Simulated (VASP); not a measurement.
# B2SbI3 (P-6m2) in VASP: relaxation of cell and atoms with PBE

Aim: the relaxation of cell and atoms of B2SbI3 with PBE.

Everything below comes from runs of VASP 6.6.1. Logs are shortened: lines on timing, memory, paths and dates and some standing lists are left out, and cuts for length are marked.

## (1) The cell of the first run

It takes space group P-6m2 (No. 187, hexagonal). The conventional cell has a = 7.640 Å, b = 7.640 Å, c = 3.486 Å, α = 90.00°, β = 90.00°, γ = 120.00°. B (site symmetry 3m) has 2 B at 1.68 to 1.80 Å within 2.2 Å. Sb (site symmetry -6m2) has 2 Sb at 3.49 Å and 6 I at 3.82 Å and 6 B at 4.49 Å within 4.6 Å. I (site symmetry mm2) has 2 B at 2.52 Å within 3.3 Å.

The cell was generated, and may not be a known phase.

## (2) Relaxation of cell and atoms, PBE

INCAR

```
SYSTEM = B2SbI3
ALGO = Normal
EDIFF = 1E-7
EDIFFG = -0.01
ENCUT = 600
GGA = PE
IBRION = 2
ISIF = 3
ISMEAR = 0
LASPH = .TRUE.
LCHARG = .FALSE.
LREAL = .FALSE.
LWAVE = .FALSE.
NELM = 80
NSW = 100
PREC = Accurate
SIGMA = 0.1
```

KPOINTS

```
k-points
0
G
  6 6 12
  0 0 0
```

POSCAR

```
B2SbI3
1.0
    7.6400038713      0.0000000000      0.0000000000
   -3.8200019356      6.6164374375      0.0000000000
    0.0000000000      0.0000000000      3.4860469922
B Sb I
2 1 3
Direct
    0.0000000000      0.0000000000      0.2412167253
    0.0000000000      0.0000000000      0.7587832747
    0.6666666667      0.3333333333      0.0000000000
    0.1794202681      0.8205797319      0.0000000000
    0.1794202681      0.3588405361      0.0000000000
    0.6411594639      0.8205797319      0.0000000000
```

Potentials or basis: VASP PAW PBE potentials, release 64 (B, Sb, I).

Launch:

```console
> cat potpaw_PBE.64/B/POTCAR potpaw_PBE.64/Sb/POTCAR potpaw_PBE.64/I/POTCAR > POTCAR
> mpirun -np 1 vasp_std > vasp.out
```

OUTCAR:

```text
SYSTEM = B2SbI3
   EDIFF = 1E-7
   EDIFFG = -0.01
   ENCUT = 600
   GGA = PE
   IBRION = 2
   ISIF = 3
   ISMEAR = 0
   LASPH = .TRUE.
   LREAL = .FALSE.
   NELM = 80
   NSW = 100
   PREC = Accurate

 ion  position               nearest neighbor table
   1  0.000  0.000  0.241-   2 1.68   2 1.80   5 2.52   6 2.52   4 2.52
   2  0.000  0.000  0.759-   1 1.68   1 1.80   5 2.52   6 2.52   4 2.52
   3  0.667  0.333  0.000-
   4  0.179  0.821  0.000-   1 2.52   2 2.52   5 3.53   6 3.53
   5  0.179  0.359  0.000-   1 2.52   2 2.52   4 3.53   6 3.53
   6  0.641  0.821  0.000-   1 2.52   2 2.52   5 3.53   4 3.53

  LATTYP: Found a hexagonal cell.
 ALAT       =     7.6400038713
 C/A-ratio  =     0.4562886421

  Lattice vectors:

 A1 = (   7.6400038713,   0.0000000000,   0.0000000000)
 A2 = (  -3.8200019356,   6.6164374375,   0.0000000000)
 A3 = (   0.0000000000,   0.0000000000,   3.4860469922)

Analysis of symmetry for initial positions (statically):
=====================================================================
 Subroutine PRICEL returns:
 Original cell was already a primitive cell.

 Routine SETGRP: Setting up the symmetry group for a
 hexagonal supercell.

 Subroutine GETGRP returns: Found 12 space group operations
 (whereof 12 operations were pure point group operations)
 out of a pool of 24 trial point group operations.

The static configuration has the point symmetry D_3h.

Analysis of symmetry for dynamics (positions and initial velocities):
=====================================================================
 Subroutine PRICEL returns:
 Original cell was already a primitive cell.

 Routine SETGRP: Setting up the symmetry group for a
 hexagonal supercell.

 Subroutine GETGRP returns: Found 12 space group operations
 (whereof 12 operations were pure point group operations)
 out of a pool of 24 trial point group operations.

The dynamic configuration has the point symmetry D_3h.

 Subroutine INISYM returns: Found 12 space group operations
 (whereof 12 operations are pure point group operations),
 and found     1 'primitive' translations

----------------------------------------------------------------------------------------

                                     Primitive cell

  volume of cell :     176.2183

  direct lattice vectors                    reciprocal lattice vectors
     7.640003871  0.000000000  0.000000000     0.130889986  0.075569369  0.000000000
    -3.820001936  6.616437438  0.000000000     0.000000000  0.151138737  0.000000000
     0.000000000  0.000000000  3.486046992     0.000000000  0.000000000  0.286857866

  length of vectors
     7.640003871  7.640003871  3.486046992     0.151138737  0.151138737  0.286857866

  position of ions in fractional coordinates (direct lattice)
     0.000000000  0.000000000  0.241216725
     0.000000000  0.000000000  0.758783275
     0.666666667  0.333333333  0.000000000
     0.179420268  0.820579732  0.000000000
     0.179420268  0.358840536  0.000000000
     0.641159464  0.820579732  0.000000000

  ion indices of the primitive-cell ions
   primitive index   ion index
                 1           1
                 2           2
                 3           3
                 4           4
                 5           5
                 6           6

----------------------------------------------------------------------------------------

 KPOINTS: k-points

Automatic generation of k-mesh.
 Grid dimensions read from file:
 generate k-points for:    6    6   12

 Generating k-lattice:

  Cartesian coordinates                     Fractional coordinates (reciprocal lattice)
     0.021814998  0.012594895  0.000000000     0.166666667  0.000000000  0.000000000
     0.000000000  0.025189790  0.000000000     0.000000000  0.166666667  0.000000000
     0.000000000  0.000000000  0.023904822     0.000000000  0.000000000  0.083333333

  Length of vectors
     0.025189790  0.025189790  0.023904822

  Shift w.r.t. Gamma in fractional coordinates (k-lattice)
     0.000000000  0.000000000  0.000000000

 Subroutine IBZKPT returns following result:
 ===========================================

 Found     49 irreducible k-points:

 Following reciprocal coordinates:
            Coordinates               Weight
  0.000000  0.000000  0.000000      1.000000
  0.166667  0.000000  0.000000      6.000000
  0.333333  0.000000  0.000000      6.000000
  0.500000  0.000000  0.000000      3.000000
  0.166667  0.166667  0.000000      6.000000
  0.333333  0.166667  0.000000     12.000000
[... 16 lines left out ...]
  0.166667  0.000000  0.250000     12.000000
  0.333333  0.000000  0.250000     12.000000
 [... further k-points ...]
   k-points           NKPTS =     49   k-points in BZ     NKDIM =     49   number of bands    NBANDS=     20
   number of dos      NEDOS =    301   number of ions     NIONS =      6
   total plane-waves  NPLWV = 114688
   dimension x,y,z NGX =    64 NGY =   64 NGZ =   28
   dimension x,y,z NGXF=   128 NGYF=  128 NGZF=   56
   ions per type =               2   1   3
   NGX,Y,Z   is equivalent  to a cutoff of  13.93, 13.93, 13.35 a.u.
   NGXF,Y,Z  is equivalent  to a cutoff of  27.85, 27.85, 26.71 a.u.
 SYSTEM =  B2SbI3
   PREC   = accura    normal or accurate (medium, high low for compatibility)
   ISTART =      0    job   : 0-new  1-cont  2-samecut
   ICHARG =      2    charge: 1-file 2-atom 10-const
   ISPIN  =      1    spin polarized calculation?
   LNONCOLLINEAR =      F non collinear calculations
   LSORBIT =      F    spin-orbit coupling
   LASPH  =      T    aspherical Exc in radial PAW
   ENCUT  =  600.0 eV  44.10 Ry    6.64 a.u.  15.26 15.26  6.96*2*pi/ulx,y,z
   NELM   =     80;   NELMIN=  2; NELMDL= -5     # of ELM steps
   EDIFF  = 0.1E-06   stopping-criterion for ELM
   LREAL  =      F    real-space projection
   EDIFFG = -.1E-01   stopping-criterion for IOM
   NSW    =    100    number of steps for IOM
   IBRION =      2    ionic relax: 0-MD 1-quasi-New 2-CG
   NFREE  =      1    steps in history (QN), initial steepest desc. (CG)
   ISIF   =      3    stress and relaxation
   ISYM   =      2    0-nonsym 1-usesym 2-fastsym
   POTIM  = 0.5000    time-step for ionic-motion
   TEBEG  =    0.0;   TEEND  =   0.0 temperature during run
   PSTRESS=    0.0 pullay stress
   NELECT =      32.0000    total number of electrons
   NUPDOWN=      -1.0000    fix difference up-down
   EMIN   =  10.00;   EMAX   =-10.00  energy-range for DOS
   EFERMI =   0.00;   METHOD = LEGACY
   ISMEAR =     0;   SIGMA  =   0.10  broadening in eV -4-tet -1-fermi 0-gaus
   EFERMI_NEDOS =   21; number of points for ismear=-14 and -15
   IALGO  =     38    algorithm
   IMIX   =      4    mixing-type and parameters
     AMIX     =   0.40;   BMIX     =  1.00
     AMIX_MAG =   1.60;   BMIX_MAG =  1.00
  volume/ion in A,a.u.               =      29.37       198.20
  Fermi-wavevector in a.u.,A,eV,Ry     =   0.927060  1.751889 11.693393  0.859440
  Thomas-Fermi vector in A             =   2.053089
   LORBIT       =      0    0 simple, 1 ext, 2 COOP (PROOUT), +10 PAW based schemes
   GGA     = PE    functional components
   LHFCALC =     F    Hartree Fock is set to
   AEXX    =    0.0000 exact exchange contribution
   IVDW    =     0    specifies the selected vdW correction
   LEPSILON=     F    determine dielectric tensor
   LRPA    =     F    only Hartree local field effects (RPA)
 conjugate gradient relaxation of ions
 non-spin polarized calculation
 Gauss-broadening in eV      SIGMA  =   0.10
  energy-cutoff  :      600.00
  volume of cell :      176.22
 maximum number of plane-waves:      5920
 NGX is ok and might be reduce to    64
   NGX = 31   NGY = 31   NGZ = 13

--------------------------------------- Ionic step        1  -------------------------------------------

 number of electron      32.0000001 magnetization

 Free energy of the ion-electron system (eV)
  ---------------------------------------------------
  ext. energy  EPLUGINS =         0.00000000
  ---------------------------------------------------
  free energy    TOTEN  =       -17.80476817 eV

  energy without entropy =      -17.78036718  energy(sigma->0) =      -17.79256768

------------------------ aborting loop because EDIFF is reached ----------------------------------------

  FORCE on cell =-STRESS in cart. coord.  units (eV):
  Direction    XX          YY          ZZ          XY          YZ          ZX
  --------------------------------------------------------------------------------------
  -------------------------------------------------------------------------------------
  Total       -0.2318729     -0.2318729      0.8571466     -0.0000000     -0.0000000      0.0000000
  in kB       -2.1081894     -2.1081894      7.7931793     -0.0000000     -0.0000000      0.0000000
  external PRESSURE =       1.1922668 kB  Pullay stress =       0.0000000 kB

 VOLUME and BASIS-vectors are now :
 -----------------------------------------------------------------------------
  energy-cutoff  :      600.00
  volume of cell :      176.22
      direct lattice vectors                 reciprocal lattice vectors
     7.640003871  0.000000000  0.000000000     0.130889986  0.075569369  0.000000000
    -3.820001936  6.616437438  0.000000000     0.000000000  0.151138737  0.000000000
     0.000000000  0.000000000  3.486046992     0.000000000  0.000000000  0.286857866
[... 201 lines left out ...]
 POSITION                                       TOTAL-FORCE (eV/Angst)
 -----------------------------------------------------------------------------------
      0.00000      0.00000      0.84616        -0.000000     -0.000000     -0.010076
      0.00000      0.00000      2.66008        -0.000000     -0.000000      0.010076
      3.80635      2.19759      3.50624        -0.000000     -0.000000     -0.000000
     -1.76311      5.41312     -0.00000        -0.003620      0.002090     -0.000000
      0.00000      2.35933      3.50624        -0.000000     -0.004180      0.000000
      1.76311      5.41312      3.50624         0.003620      0.002090      0.000000
 -----------------------------------------------------------------------------------
    total drift:                               -0.000001      0.000000     -0.000000

  FREE ENERGIE OF THE ION-ELECTRON SYSTEM (eV)
  ---------------------------------------------------
  free  energy   TOTEN  =       -17.8086443536 eV

  energy  without entropy=      -17.7866540192  energy(sigma->0) =      -17.79764919

--------------------------------------- Ionic step        7  -------------------------------------------

 number of electron      32.0000001 magnetization

 Free energy of the ion-electron system (eV)
  ---------------------------------------------------
  ext. energy  EPLUGINS =         0.00000000
  ---------------------------------------------------
  free energy    TOTEN  =       -17.80864905 eV

  energy without entropy =      -17.78666218  energy(sigma->0) =      -17.79765561

 E-fermi :   4.5162     XC(G=0):  -8.6734

 val. band max:        4.5148659260   @ k =   0.1667   0.1667   0.2500
 cond. band min:       4.5163557320   @ k =   0.5000   0.0000   0.2500
 fundamental gap:      0.0014898060
 Fermi energy:         4.5161563758

 k-point     1 :       0.0000    0.0000    0.0000
  band No.  band energies     occupation
      1     -10.1789      2.00000
      2      -8.9822      2.00000
      3      -8.9822      2.00000
      4      -5.5166      2.00000
      5      -4.4930      2.00000
      6      -1.0814      2.00000
[... 12 lines left out ...]
     19       6.1462      0.00000
     20       7.6175      0.00000
[... 507 lines left out ...]
 k-point    24 :       0.3333    0.0000    0.2500
  band No.  band energies     occupation
      1      -9.6457      2.00000
      2      -8.9288      2.00000
      3      -8.6456      2.00000
      4      -4.7342      2.00000
      5      -4.0478      2.00000
      6      -1.9923      2.00000
[... 12 lines left out ...]
     19       6.1960      0.00000
     20       6.7559      0.00000

 [... further k-points ...]

------------------------ aborting loop because EDIFF is reached ----------------------------------------

  FORCE on cell =-STRESS in cart. coord.  units (eV):
  Direction    XX          YY          ZZ          XY          YZ          ZX
  --------------------------------------------------------------------------------------
  -------------------------------------------------------------------------------------
  Total        0.0219599      0.0219599      0.0029459      0.0000000     -0.0000000     -0.0000000
  in kB        0.1998831      0.1998831      0.0268142      0.0000000     -0.0000000     -0.0000000
  external PRESSURE =       0.1421935 kB  Pullay stress =       0.0000000 kB

 VOLUME and BASIS-vectors are now :
 -----------------------------------------------------------------------------
  energy-cutoff  :      600.00
  volume of cell :      176.02
      direct lattice vectors                 reciprocal lattice vectors
     7.613462774 -0.000000000  0.000000000     0.131346278  0.075832809 -0.000000000
    -3.806731387  6.593452173 -0.000000000     0.000000000  0.151665618  0.000000000
     0.000000000 -0.000000000  3.506459816    -0.000000000  0.000000000  0.285187925

 POSITION                                       TOTAL-FORCE (eV/Angst)
 -----------------------------------------------------------------------------------
      0.00000      0.00000      0.84595        -0.000000     -0.000000     -0.000520
      0.00000      0.00000      2.66051        -0.000000     -0.000000      0.000520
      3.80673      2.19782      0.00000        -0.000000     -0.000000      0.000000
     -1.76307      5.41355      3.50646        -0.005402      0.003119     -0.000000
      0.00000      2.35981     -0.00000        -0.000000     -0.006238      0.000000
      1.76307      5.41355      0.00000         0.005402      0.003119      0.000000
 -----------------------------------------------------------------------------------
    total drift:                               -0.000001      0.000000     -0.000000

  FREE ENERGIE OF THE ION-ELECTRON SYSTEM (eV)
  ---------------------------------------------------
  free  energy   TOTEN  =       -17.8086490453 eV

  energy  without entropy=      -17.7866621831  energy(sigma->0) =      -17.79765561

 reached required accuracy - stopping structural energy minimisation
```

Wall time 30 min (1 thread of Intel Xeon 8259CL, shared host); peak memory 0.49 GiB.

What came out:

```yaml
Free_energy: -17.8086 eV
Relaxed_volume: 29.34 Å³/atom
Relaxed_cell: a = 7.613 Å, b = 7.613 Å, c = 3.506 Å, α = 90.00°, β = 90.00°, γ = 120.00°
Space_group_after_relaxing_to_0.1_Å: P-6m2 (No. 187)
Energy_gained_by_relaxing: 0.6 meV/atom
Ionic_steps: 7
Pressure_after_relaxing: 0.0 GPa
Largest_force_after_relaxing: 0.006 eV/Å
Band_gap_on_the_k_mesh: zero (bands 16 and 17 overlap by 0.78 eV)
```

Forces in eV/Å, atoms in the order of the input:
```
B    0.000  0.000 -0.001
B    0.000  0.000  0.001
Sb   0.000  0.000  0.000
I   -0.005  0.003  0.000
I    0.000 -0.006  0.000
I    0.005  0.003  0.000
```

Step by step:
```csv
step,energy change (eV),largest force (eV/Å),pressure (GPa),volume (Å³)
1,0.0000,0.0624,0.12,176.22
2,-0.0032,0.0623,-0.17,176.77
3,-0.0033,0.0546,-0.14,176.71
4,-0.0037,0.0739,-0.01,176.16
5,-0.0038,0.0497,-0.03,176.26
6,-0.0039,0.0101,0.02,175.97
7,-0.0039,0.0062,0.01,176.02
```

Final structure:
```yaml
crystal:
  lattice:
    - [7.61346, 0.00000, 0.00000]
    - [-3.80673, 6.59345, 0.00000]
    - [0.00000, 0.00000, 3.50646]
  atoms:
    - { symbol: B, position: [0.00000, 0.00000, 0.24125] }
    - { symbol: B, position: [0.00000, 0.00000, 0.75875] }
    - { symbol: Sb, position: [0.66667, 0.33333, 0.00000] }
    - { symbol: I, position: [0.17895, 0.82105, 0.00000] }
    - { symbol: I, position: [0.17895, 0.35790, 0.00000] }
    - { symbol: I, position: [0.64210, 0.82105, 0.00000] }
```

Levels at points of the mesh, in eV from the Fermi level:
```csv
k point,band 12,band 13,band 14,band 15,band 16,band 17,band 18,band 19,band 20
"(0.00, 0.00, 0.00)",-1.98,-1.67,-0.71,-0.71,0.45,0.45,1.63,1.63,3.10
"(0.50, 0.00, 0.00)",-1.46,-1.29,-1.02,-0.72,-0.38,0.01,1.48,2.66,3.18
"(0.00, 0.00, 0.50)",-2.37,-2.37,-2.21,-1.43,-1.32,0.84,0.84,1.42,1.42
"(0.50, 0.00, 0.50)",-3.04,-2.76,-2.33,-1.64,-0.16,0.50,0.52,1.03,1.05
```

Caveat: spin-orbit coupling is left out, which moves the levels of the heavy elements.
